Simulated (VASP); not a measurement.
# ZrC in VASP: notebook

Aim: see how the results for ZrC move with the level of theory and the settings. Levels: PBE, r2SCAN. Tasks: single point, relaxation of shape and atoms at fixed volume.

Program: VASP 6.6.1. These are calculated values, not measurements. Logs are shortened: lines on timing, memory, paths and dates and some standing lists are left out, and cuts for length are marked.

## Step 1: The cell of the first run

The structure is hexagonal, space group P-6m2 (No. 187). The conventional cell has a = 3.390 Å, b = 3.390 Å, c = 3.008 Å, α = 90.00°, β = 90.00°, γ = 120.00°. Within 3.4 Å of Zr (site symmetry -6m2) lie 6 C at 2.47 Å and 8 Zr at 3.01 to 3.39 Å. Within 3.4 Å of C (site symmetry -6m2) lie 6 Zr at 2.47 Å and 8 C at 3.01 to 3.39 Å.

## Step 2: Single point, PBE (14.97 Å³/atom)

INCAR reads:

```
PREC     = Accurate       # precision mode
ENCUT    = 520            # plane-wave cutoff, eV
EDIFF    = 1E-7           # SCF threshold, eV
ISMEAR   = 0              # smearing method
SIGMA    = 0.05           # smearing width, eV
LREAL    = False          # projectors in reciprocal space
LASPH    = True           # aspherical terms in the spheres
NELM     = 100            # most SCF steps
ALGO     = Normal         # electronic algorithm
ISIF     = 2              # what is computed and relaxed
LWAVE    = False          # write WAVECAR
LCHARG   = False          # write CHGCAR
GGA      = PE             # functional
NBANDS   = 15             # bands
```

KPOINTS reads:

```
regular mesh
0
Gamma
  12 12 12
```

POSCAR reads:

```
ZrC
1.0
    3.3900641165      0.0000000000      0.0000000000
   -1.6950320583      2.9358816454      0.0000000000
    0.0000000000      0.0000000000      3.0078511085
Zr C
1 1
Direct
    0.0000000000      0.0000000000      0.0000000000
    0.6666666667      0.3333333333      0.5000000000
```

Potentials or basis: VASP PAW PBE potentials, release 64 (Zr_sv, C).

On the command line:

```sh
$ cat potpaw_PBE.64/Zr_sv/POTCAR potpaw_PBE.64/C/POTCAR > POTCAR
$ mpirun -np 1 vasp_std > vasp.out
```

OUTCAR:

```text
PREC = Accurate
   ENCUT = 520
   EDIFF = 1E-7
   ISMEAR = 0
   LREAL = False
   LASPH = True
   NELM = 100
   ISIF = 2
   GGA = PE

 ion  position               nearest neighbor table
   1  0.000  0.000  0.000-   2 2.47   2 2.47   2 2.47   2 2.47   2 2.47   2 2.47
   2  0.667  0.333  0.500-   1 2.47   1 2.47   1 2.47   1 2.47   1 2.47   1 2.47

  LATTYP: Found a hexagonal cell.
 ALAT       =     3.3900641165
 C/A-ratio  =     0.8872549324

  Lattice vectors:

 A1 = (   3.3900641165,   0.0000000000,   0.0000000000)
 A2 = (  -1.6950320583,   2.9358816454,   0.0000000000)
 A3 = (   0.0000000000,   0.0000000000,   3.0078511085)

Analysis of symmetry for initial positions (statically):
=====================================================================
 Subroutine PRICEL returns:
 Original cell was already a primitive cell.

 Routine SETGRP: Setting up the symmetry group for a
 hexagonal supercell.

 Subroutine GETGRP returns: Found 12 space group operations
 (whereof 12 operations were pure point group operations)
 out of a pool of 24 trial point group operations.

The static configuration has the point symmetry D_3h.

Analysis of symmetry for dynamics (positions and initial velocities):
=====================================================================
 Subroutine PRICEL returns:
 Original cell was already a primitive cell.

 Routine SETGRP: Setting up the symmetry group for a
 hexagonal supercell.

 Subroutine GETGRP returns: Found 12 space group operations
 (whereof 12 operations were pure point group operations)
 out of a pool of 24 trial point group operations.

The dynamic configuration has the point symmetry D_3h.

 Subroutine INISYM returns: Found 12 space group operations
 (whereof 12 operations are pure point group operations),
 and found     1 'primitive' translations

----------------------------------------------------------------------------------------

                                     Primitive cell

  volume of cell :      29.9366

  direct lattice vectors                    reciprocal lattice vectors
     3.390064117  0.000000000  0.000000000     0.294979672  0.170306593  0.000000000
    -1.695032058  2.935881645  0.000000000     0.000000000  0.340613186  0.000000000
     0.000000000  0.000000000  3.007851109     0.000000000  0.000000000  0.332463265

  length of vectors
     3.390064117  3.390064117  3.007851109     0.340613186  0.340613186  0.332463265

  position of ions in fractional coordinates (direct lattice)
     0.000000000  0.000000000  0.000000000
     0.666666667  0.333333333  0.500000000

  ion indices of the primitive-cell ions
   primitive index   ion index
                 1           1
                 2           2

----------------------------------------------------------------------------------------

 KPOINTS: regular mesh

Automatic generation of k-mesh.
 Grid dimensions read from file:
 generate k-points for:   12   12   12

 Generating k-lattice:

  Cartesian coordinates                     Fractional coordinates (reciprocal lattice)
     0.024581639  0.014192216  0.000000000     0.083333333  0.000000000  0.000000000
     0.000000000  0.028384432  0.000000000     0.000000000  0.083333333  0.000000000
     0.000000000  0.000000000  0.027705272     0.000000000  0.000000000  0.083333333

  Length of vectors
     0.028384432  0.028384432  0.027705272

  Shift w.r.t. Gamma in fractional coordinates (k-lattice)
     0.000000000  0.000000000  0.000000000

 Subroutine IBZKPT returns following result:
 ===========================================

 Found    133 irreducible k-points:

 Following reciprocal coordinates:
            Coordinates               Weight
  0.000000  0.000000  0.000000      1.000000
  0.083333  0.000000  0.000000      6.000000
  0.166667  0.000000  0.000000      6.000000
  0.250000  0.000000  0.000000      6.000000
  0.333333  0.000000  0.000000      6.000000
  0.416667  0.000000  0.000000      6.000000
[... 16 lines left out ...]
  0.250000  0.000000  0.083333     12.000000
  0.333333  0.000000  0.083333     12.000000
 [... further k-points ...]
   k-points           NKPTS =    133   k-points in BZ     NKDIM =    133   number of bands    NBANDS=     15
   number of dos      NEDOS =    301   number of ions     NIONS =      2
   total plane-waves  NPLWV =  18816
   dimension x,y,z NGX =    28 NGY =   28 NGZ =   24
   dimension x,y,z NGXF=    56 NGYF=   56 NGZF=   48
   ions per type =               1   1
   NGX,Y,Z   is equivalent  to a cutoff of  13.73, 13.73, 13.26 a.u.
   NGXF,Y,Z  is equivalent  to a cutoff of  27.46, 27.46, 26.53 a.u.
 SYSTEM =  unknown system
   PREC   = accura    normal or accurate (medium, high low for compatibility)
   ISTART =      0    job   : 0-new  1-cont  2-samecut
   ICHARG =      2    charge: 1-file 2-atom 10-const
   ISPIN  =      1    spin polarized calculation?
   LNONCOLLINEAR =      F non collinear calculations
   LSORBIT =      F    spin-orbit coupling
   LASPH  =      T    aspherical Exc in radial PAW
   ENCUT  =  520.0 eV  38.22 Ry    6.18 a.u.   6.30  6.30  5.59*2*pi/ulx,y,z
   NELM   =    100;   NELMIN=  2; NELMDL= -5     # of ELM steps
   EDIFF  = 0.1E-06   stopping-criterion for ELM
   LREAL  =      F    real-space projection
   EDIFFG = 0.1E-05   stopping-criterion for IOM
   NSW    =      0    number of steps for IOM
   IBRION =     -1    ionic relax: 0-MD 1-quasi-New 2-CG
   NFREE  =      0    steps in history (QN), initial steepest desc. (CG)
   ISIF   =      2    stress and relaxation
   ISYM   =      2    0-nonsym 1-usesym 2-fastsym
   POTIM  = 0.5000    time-step for ionic-motion
   TEBEG  =    0.0;   TEEND  =   0.0 temperature during run
   PSTRESS=    0.0 pullay stress
   NELECT =      16.0000    total number of electrons
   NUPDOWN=      -1.0000    fix difference up-down
   EMIN   =  10.00;   EMAX   =-10.00  energy-range for DOS
   EFERMI =   0.00;   METHOD = LEGACY
   ISMEAR =     0;   SIGMA  =   0.05  broadening in eV -4-tet -1-fermi 0-gaus
   EFERMI_NEDOS =   21; number of points for ismear=-14 and -15
   IALGO  =     38    algorithm
   IMIX   =      4    mixing-type and parameters
     AMIX     =   0.40;   BMIX     =  1.00
     AMIX_MAG =   1.60;   BMIX_MAG =  1.00
  volume/ion in A,a.u.               =      14.97       101.01
  Fermi-wavevector in a.u.,A,eV,Ry     =   1.328558  2.510611 24.015190  1.765067
  Thomas-Fermi vector in A             =   2.457787
   LORBIT       =      0    0 simple, 1 ext, 2 COOP (PROOUT), +10 PAW based schemes
   GGA     = PE    functional components
   LHFCALC =     F    Hartree Fock is set to
   AEXX    =    0.0000 exact exchange contribution
   IVDW    =     0    specifies the selected vdW correction
   LEPSILON=     F    determine dielectric tensor
   LRPA    =     F    only Hartree local field effects (RPA)
 non-spin polarized calculation
 Gauss-broadening in eV      SIGMA  =   0.05
  energy-cutoff  :      520.00
  volume of cell :       29.94
 maximum number of plane-waves:       827
 NGX is ok and might be reduce to    28
   NGX = 13   NGY = 13   NGZ = 11

 number of electron      16.0000000 magnetization

 Free energy of the ion-electron system (eV)
  ---------------------------------------------------
  ext. energy  EPLUGINS =         0.00000000
  ---------------------------------------------------
  free energy    TOTEN  =       -17.88593001 eV

  energy without entropy =      -17.88536959  energy(sigma->0) =      -17.88564980

 E-fermi :   7.9509     XC(G=0): -11.3762

 val. band max:        7.8972539716   @ k =   0.2500   0.1667   0.0000
 cond. band min:       7.9567153928   @ k =   0.5000   0.0000   0.0833
 fundamental gap:      0.0594614212
 Fermi energy:         7.9509138377

 k-point     1 :       0.0000    0.0000    0.0000
  band No.  band energies     occupation
      1     -40.5844      2.00000
      2     -18.4420      2.00000
      3     -18.4420      2.00000
      4     -18.0377      2.00000
      5      -2.6764      2.00000
      6       6.4918      2.00000
      7       6.4918      2.00000
      8       6.9072      2.00000
      9       9.5974      0.00000
     10      12.4893      0.00000
     11      12.6673      0.00000
     12      12.6673      0.00000
     13      13.6170      0.00000
     14      13.6170      0.00000
     15      21.0592      0.00000

 k-point     2 :       0.0833    0.0000    0.0000
  band No.  band energies     occupation
      1     -40.5810      2.00000
      2     -18.4776      2.00000
      3     -18.4498      2.00000
      4     -18.0337      2.00000
      5      -2.5710      2.00000
      6       6.2023      2.00000
      7       6.5921      2.00000
      8       7.0120      2.00000
      9       9.3723      0.00000
     10      12.6324      0.00000
     11      12.9029      0.00000
     12      12.9238      0.00000
     13      13.3833      0.00000
     14      13.5338      0.00000
     15      20.7175      0.00000

 k-point     3 :       0.1667    0.0000    0.0000
  band No.  band energies     occupation
      1     -40.5718      2.00000
      2     -18.5734      2.00000
      3     -18.4711      2.00000
      4     -18.0228      2.00000
      5      -2.2771      2.00000
      6       5.6004      2.00000
      7       6.8748      2.00000
      8       7.2154      2.00000
      9       8.8859      0.00000
     10      12.5389      0.00000
     11      12.8262      0.00000
     12      13.3239      0.00000
     13      13.4792      0.00000
     14      13.9254      0.00000
     15      20.4029      0.00000

 k-point     4 :       0.2500    0.0000    0.0000
  band No.  band energies     occupation
      1     -40.5591      2.00000
      2     -18.7015      2.00000
      3     -18.5001      2.00000
      4     -18.0079      2.00000
      5      -1.8588      2.00000
      6       4.9736      2.00000
      7       7.2836      2.00000
      8       7.4015      2.00000
      9       8.3797      0.00000
     10      12.3105      0.00000
     11      12.4156      0.00000
     12      13.0726      0.00000
     13      14.0333      0.00000
     14      15.1057      0.00000
     15      20.3911      0.00000
[... 307 lines left out ...]
 k-point    22 :       0.1667    0.0000    0.0833
  band No.  band energies     occupation
      1     -40.5653      2.00000
      2     -18.5660      2.00000
      3     -18.4645      2.00000
      4     -18.0895      2.00000
      5      -2.1724      2.00000
      6       5.6847      2.00000
      7       6.9086      2.00000
      8       7.1281      2.00000
      9       8.7678      0.00000
     10      11.8472      0.00000
     11      12.4885      0.00000
     12      13.5673      0.00000
     13      13.8968      0.00000
     14      14.3142      0.00000
     15      20.3751      0.00000

 k-point    23 :       0.2500    0.0000    0.0833
  band No.  band energies     occupation
      1     -40.5527      2.00000
      2     -18.6931      2.00000
      3     -18.4932      2.00000
      4     -18.0732      2.00000
      5      -1.7751      2.00000
      6       5.0546      2.00000
      7       7.2685      2.00000
      8       7.3256      2.00000
      9       8.2647      0.00000
     10      11.7765      0.00000
     11      12.3812      0.00000
     12      13.7054      0.00000
     13      13.8196      0.00000
     14      15.4730      0.00000
     15      20.2469      0.00000

 k-point    24 :       0.3333    0.0000    0.0833
  band No.  band energies     occupation
      1     -40.5400      2.00000
      2     -18.8171      2.00000
      3     -18.5217      2.00000
      4     -18.0570      2.00000
      5      -1.3574      2.00000
      6       4.5436      2.00000
      7       7.2884      2.00000
      8       7.6292      2.00000
      9       8.0205      0.04905
     10      11.8263      0.00000
     11      12.2386      0.00000
     12      13.4442      0.00000
     13      14.1316      0.00000
     14      16.4594      0.00000
     15      20.4025      0.00000

 [... further k-points ...]

------------------------ aborting loop because EDIFF is reached ----------------------------------------

  FORCE on cell =-STRESS in cart. coord.  units (eV):
  Direction    XX          YY          ZZ          XY          YZ          ZX
  --------------------------------------------------------------------------------------
  -------------------------------------------------------------------------------------
  Total       -2.6929938     -2.6929938     -2.6873849      0.0000000      0.0000000     -0.0000000
  in kB     -144.1262710   -144.1262710   -143.8260865      0.0000000      0.0000000     -0.0000000
  external PRESSURE =    -144.0262095 kB  Pullay stress =       0.0000000 kB

 VOLUME and BASIS-vectors are now :
 -----------------------------------------------------------------------------
  energy-cutoff  :      520.00
  volume of cell :       29.94
      direct lattice vectors                 reciprocal lattice vectors
     3.390064117  0.000000000  0.000000000     0.294979672  0.170306593  0.000000000
    -1.695032058  2.935881645  0.000000000     0.000000000  0.340613186  0.000000000
     0.000000000  0.000000000  3.007851109     0.000000000  0.000000000  0.332463265

 POSITION                                       TOTAL-FORCE (eV/Angst)
 -----------------------------------------------------------------------------------
      0.00000      0.00000      0.00000         0.000000     -0.000000      0.000000
      1.69503      0.97863      1.50393        -0.000000      0.000000      0.000000
 -----------------------------------------------------------------------------------
    total drift:                               -0.000000      0.000000      0.000000

  FREE ENERGIE OF THE ION-ELECTRON SYSTEM (eV)
  ---------------------------------------------------
  free  energy   TOTEN  =       -17.8859300126 eV

  energy  without entropy=      -17.8853695856  energy(sigma->0) =      -17.88564980
```

Run time: 77 s. Hardware: 1 thread of Intel Xeon 8259CL, shared host; peak memory 0.19 GiB.

What came out:

| Property | Result |
| --- | --- |
| Free energy | -17.8859 eV |
| Pressure | -14.4 GPa |
| Band gap on the k mesh | zero (bands 8 and 9 overlap by 0.06 eV) |

Caveat: the cell stands under tension.

## Step 3: Single point, r2SCAN

This run uses another cell than the first one, of 13.61 Å³/atom.

POSCAR reads:

```
ZrC
1.0
    3.2695327460      0.0000000000      0.0000000000
   -1.6347663730      2.8314984165      0.0000000000
    0.0000000000      0.0000000000      2.9397343753
Zr C
1 1
Direct
    0.0000000000      0.0000000000      0.0000000000
    0.6666666667      0.3333333333      0.5000000000
```

INCAR.step1 reads:

```
SYSTEM = ZrC
PREC     = Accurate       ! precision mode
ENCUT    = 520            ! plane-wave cutoff, eV
ISMEAR   = 0              ! smearing method
SIGMA    = 0.05           ! smearing width, eV
LREAL    = .FALSE.        ! projectors in reciprocal space
LASPH    = .TRUE.         ! aspherical terms in the spheres
NELM     = 80             ! most SCF steps
NBANDS   = 15             ! bands
GGA      = PE             ! functional
ALGO     = Normal         ! electronic algorithm
EDIFF    = 1E-4           ! SCF threshold, eV
LWAVE    = .TRUE.         ! write WAVECAR
LCHARG   = .FALSE.        ! write CHGCAR
```

INCAR.step2 reads:

```
SYSTEM = ZrC
PREC     = Accurate       ! precision mode
ENCUT    = 520            ! plane-wave cutoff, eV
EDIFF    = 1E-6           ! SCF threshold, eV
ISMEAR   = 0              ! smearing method
SIGMA    = 0.05           ! smearing width, eV
LREAL    = .FALSE.        ! projectors in reciprocal space
LASPH    = .TRUE.         ! aspherical terms in the spheres
NELM     = 80             ! most SCF steps
ALGO     = Normal         ! electronic algorithm
ISIF     = 2              ! what is computed and relaxed
LWAVE    = .FALSE.        ! write WAVECAR
LCHARG   = .FALSE.        ! write CHGCAR
METAGGA  = R2SCAN         ! meta-GGA
LMIXTAU  = .TRUE.       
NBANDS   = 15             ! bands
ISTART   = 1
```

KPOINTS reads:

```
regular mesh
0
G
  12 12 12
  0 0 0
```

Potentials or basis: VASP PAW PBE potentials, release 64 (Zr_sv, C).

On the command line:

```sh
$ cat potpaw_PBE.64/Zr_sv/POTCAR potpaw_PBE.64/C/POTCAR > POTCAR
$ cp INCAR.step1 INCAR
$ mpirun -np 1 vasp_std > vasp.out
$ cp INCAR.step2 INCAR
$ mpirun -np 1 vasp_std > vasp.out
```

Run time: 2.7 min. Hardware: 1 thread of Intel Xeon 8259CL, shared host; peak memory 0.18 GiB.

The run converged. Its results:

```yaml
Free_energy: -33.2080 eV
Pressure: -0.1 GPa
Band_gap_on_the_k_mesh: zero (bands 8 and 9 overlap by 0.38 eV)
```

Stress tensor (GPa, compression positive):
```
 0.31  0.00  0.00
 0.00  0.31  0.00
 0.00  0.00 -0.93
```

Levels at points of the mesh, in eV from the Fermi level:
```csv
k point,band 6,band 7,band 8,band 9,band 10,band 11
"(0.00, 0.00, 0.00)",-1.67,-1.67,-1.12,1.79,5.46,5.46
"(0.50, 0.00, 0.00)",-4.23,-0.70,-0.60,0.31,4.84,5.43
"(0.00, 0.00, 0.50)",-5.14,-0.63,-0.63,1.87,1.87,5.06
"(0.50, 0.00, 0.50)",-3.75,-2.43,-2.20,2.31,5.63,6.89
```

Caveat: the PAW data sets were made with another functional, which shifts forces and pressure a little.

(Continued in part 2 of 2.)

The gap in the log of VASP goes by the Fermi energy; the results here count the filled bands.